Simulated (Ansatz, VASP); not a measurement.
Two plane-wave programs on Be

INCAR

```
SYSTEM = Be
PREC = Accurate
ENCUT = 520
EDIFF = 1E-6
ISMEAR = -1
SIGMA = 0.1
LREAL = .FALSE.
LASPH = .TRUE.
NELM = 60
ALGO = Normal
ISIF = 2
LWAVE = .FALSE.
LCHARG = .FALSE.
GGA = PE
NBANDS = 7
```

File KPOINTS:

```
regular mesh
0
G
  28 28 28
  0 0 0
```

Contents of POSCAR:

```
Be
1.0
    0.0000000000      1.5578489680      1.5578489680
    1.5578489680      0.0000000000      1.5578489680
    1.5578489680      1.5578489680      0.0000000000
Be
1
Direct
    0.0000000000      0.0000000000      0.0000000000
```

Input for Ansatz:

```yaml
crystal:
  lattice:
    - [0.0, 1.557848968, 1.557848968]
    - [1.557848968, 0.0, 1.557848968]
    - [1.557848968, 1.557848968, 0.0]
  atoms:
    - { symbol: Be, position: [0.0, 0.0, 0.0] }
hamiltonian:
  xc: pbe
  pseudopotentials:
    kind: paw
    azcp:
      Be: "pseudopotentials/Be.paw.azcp"
basis:
  ecutwfc: 420
  fft_grid_basis: typed
kpoints:
  mp_grid: { grid: [28, 28, 28], shift: [0, 0, 0] }
magnetization:
  spin_polarized: false
scf:
  occupations: { method: fermi_dirac, width: 0.1 }
output:
  stress: true
```

Alike in both runs: task single point; functional PBE; k mesh 28 × 28 × 28; occupations fermi-dirac, width 0.1 eV; no spin polarisation.

|  | VASP | Ansatz |
| --- | --- | --- |
| version | VASP 6.6.1 | Ansatz 0.2.0 |
| potentials or method | VASP PAW PBE potentials, release 64 (Be), cutoff 520 eV | plane waves (420 eV) with PAW, scalar-relativistic |
| valence electrons in the cell | 2 | 2 |

```tsv
	VASP	Ansatz	Ansatz less VASP
pressure (GPa)	5.4	5.3	-0.15
```
